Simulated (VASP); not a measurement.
Set up this calculation in VASP 6.6.1, as the native input.

| Property | Result |
| --- | --- |
| Task | single point |
| Functional | PBE |
| Potentials or basis | VASP PAW PBE potentials, release 64 (Ta_pv, N) |
| Cutoff | 520 eV |
| k mesh | 15 × 15 × 10 |
| Occupations | gaussian, width 0.1 eV |
| Spin | no spin polarisation |
| Dipole correction | no |
| Further INCAR settings | ALGO = Normal; EDIFF = 1e-07; NBANDS = 20 |

The structure of Ta2N lies in POSCAR:

```
Ta2N
1.0
    3.2556795919      0.0000000000      0.0000000000
   -1.6278397959      2.8195012331      0.0000000000
    0.0000000000      0.0000000000      4.8010788451
Ta N
2 1
Direct
    0.6666666667      0.3333333333      0.7830133796
    0.3333333333      0.6666666667      0.2169866204
    0.0000000000      0.0000000000      0.0000000000
```

This cell differs from its parent crystal: strained.

One way to write it, as run:

INCAR

```
ALGO = Normal
EDIFF = 1E-7
ENCUT = 520
GGA = PE
ISIF = 2
ISMEAR = 0
LASPH = True
LCHARG = False
LREAL = False
LWAVE = False
NBANDS = 20
NELM = 100
PREC = Accurate
SIGMA = 0.1
```

KPOINTS

```
k-points
0
Gamma
  15 15 10
```

Potentials or basis: VASP PAW PBE potentials, release 64 (Ta_pv, N).

Run with:

```console
$ cat potpaw_PBE.64/Ta_pv/POTCAR potpaw_PBE.64/N/POTCAR > POTCAR
$ mpirun -np 1 vasp_std > vasp.out
```

It gave:

```json
{
  "Pressure": "-3.7 GPa",
  "Largest force": "3.258 eV/Å"
}
```

Caveat: the cell differs from its parent crystal (strained); forces of over 1 eV/Å act on the atoms, so gaps and moduli don't describe the material at rest.

It took 67 s on 1 thread of Intel(R) Xeon(R) 6975P-C (Granite Rapids) (shared host), peak memory 0.3 GiB.
